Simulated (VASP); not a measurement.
Set up this calculation in VASP 6.6.1, as the native input.

```
Task                   : single point
Functional             : PBE
Potentials or basis    : VASP PAW PBE potentials, release 64 (O, C, H, Si)
Cutoff                 : 520 eV
k mesh                 : 1 × 1 × 1
Occupations            : fermi-dirac, width 0.02 eV
Spin                   : no spin polarisation
Dipole correction      : no
Further INCAR settings : ALGO = Normal; EDIFF = 1e-06; NBANDS = 60
```

The structure of SiH6CO2 lies in POSCAR:

```
SiH6CO2
1.0
    8.4101470000      0.0000000000      0.0000000000
    0.0000000000      8.4101470000      0.0000000000
    0.0000000000      0.0000000000      8.4101470000
O C H Si
6 3 18 3
Direct
    0.4551644579      0.5794547943     -0.0619370862
    0.6667541007      0.7190837449      0.0323775554
    0.7745048927      0.4379233799      0.3977813943
    0.9297102655      0.2724447028      0.5273510677
   -0.0726978970      1.0100536887      0.0121519874
    0.1063358346      0.8056220658     -0.0192029937
    0.6085387093      0.6203458750     -0.0496661949
    0.8506747861      0.3904569088      0.5298956130
    0.0070510064      0.8776184293      0.0551119974
    0.3901953200      0.6487639277      0.0058976377
    0.6727825328      0.5366255786     -0.1271678129
    0.8068467769      0.3629781976      0.3114095390
    0.8302589717      0.4814660196      0.6214992437
   -0.0343275807      1.0537509035     -0.0916036307
   -0.0276332863      0.8286894391      0.1746461744
    0.6407973606      0.2024340359      0.9680449105
    0.6681571678      0.0344227039      0.7534113256
    0.4253671190      0.0169913796      0.9056678795
    0.4786836663      0.2567731575      0.7294521725
    0.2382598069      0.7377397803      0.4187917286
   -0.0364916333      0.7571924724      0.5124642887
    0.1588081635      0.6767895971      0.6947559894
    0.1700564806      0.9546682121      0.5987766920
    0.4916679815      0.3367360880      0.2139439418
    0.3044655462      0.4694686074      0.3842382303
    0.2099368774      0.2695196648      0.1801276482
    0.3402080844      0.1711741780      0.4079714659
    0.5441522009      0.1314840276      0.8375834572
    0.1309846308      0.7738865920      0.5602518006
    0.3322058461      0.3106009919      0.2972837455
```

One way to write it, as run:

INCAR

```
SYSTEM = SiH6CO2
PREC = Accurate ; ENCUT = 520
EDIFF = 1E-6 ; ISMEAR = -1
SIGMA = 0.02 ; LREAL = .FALSE.
LASPH = .TRUE. ; NELM = 120
ALGO = Normal ; ISIF = 2
LWAVE = .FALSE. ; LCHARG = .FALSE.
GGA = PE ; NBANDS = 60
GGA_COMPAT = .FALSE.
```

KPOINTS

```
Automatic mesh
0
G
  1 1 1
  0 0 0
```

Potentials or basis: VASP PAW PBE potentials, release 64 (O, C, H, Si).

Launch:

```console
$ cat potpaw_PBE.64/O/POTCAR potpaw_PBE.64/C/POTCAR potpaw_PBE.64/H/POTCAR potpaw_PBE.64/Si/POTCAR > POTCAR
$ mpirun -np 1 vasp_gam > vasp.out
```

Results of the run:

```
Pressure      : 0.3 GPa
Largest force : 2.737 eV/Å
```

Caveat: the k points lie up to 0.75 Å⁻¹ apart; the atoms stand as in a frame of molecular dynamics.

Run time: 41 s on 1 thread of Intel(R) Xeon(R) 6975P-C (Granite Rapids), on a shared host, peak memory 0.61 GiB.
